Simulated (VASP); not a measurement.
Input of a VASP 6.6.1 run:

File INCAR:

```
SYSTEM = Cd
PREC     = Accurate       ! precision mode
ENCUT    = 520            ! plane-wave cutoff, eV
EDIFF    = 1E-7           ! SCF threshold, eV
ISMEAR   = -1             ! smearing method
SIGMA    = 0.05           ! smearing width, eV
LREAL    = .FALSE.        ! projectors in reciprocal space
LASPH    = .TRUE.         ! aspherical terms in the spheres
NELM     = 80             ! most SCF steps
ALGO     = Normal         ! electronic algorithm
ISIF     = 2              ! what is computed and relaxed
LWAVE    = .FALSE.        ! write WAVECAR
LCHARG   = .FALSE.        ! write CHGCAR
GGA      = PE             ! functional
NBANDS   = 12             ! bands
```

KPOINTS

```
Automatic mesh
0
G
  14 14 14
  0 0 0
```

The input POSCAR:

```
Cd
1.0
    2.9967017998      0.0000000000      0.0000000000
    0.0000000000      2.9967017998      0.0000000000
    0.0000000000      0.0000000000      2.9967017998
Cd
1
Direct
    0.0000000000      0.0000000000      0.0000000000
```

Potentials or basis: VASP PAW PBE potentials, release 64 (Cd).

The run is started by

```bash
$ cat potpaw_PBE.64/Cd/POTCAR > POTCAR
$ mpirun -np 1 vasp_std > vasp.out
```

(1) Predict the band gap on the k mesh.

(2) Predict the pressure.

Answers

(1) zero (band 6 reaches 5.89 eV, above the bottom of band 7 at -0.59 eV).

(2) 0.2 GPa.
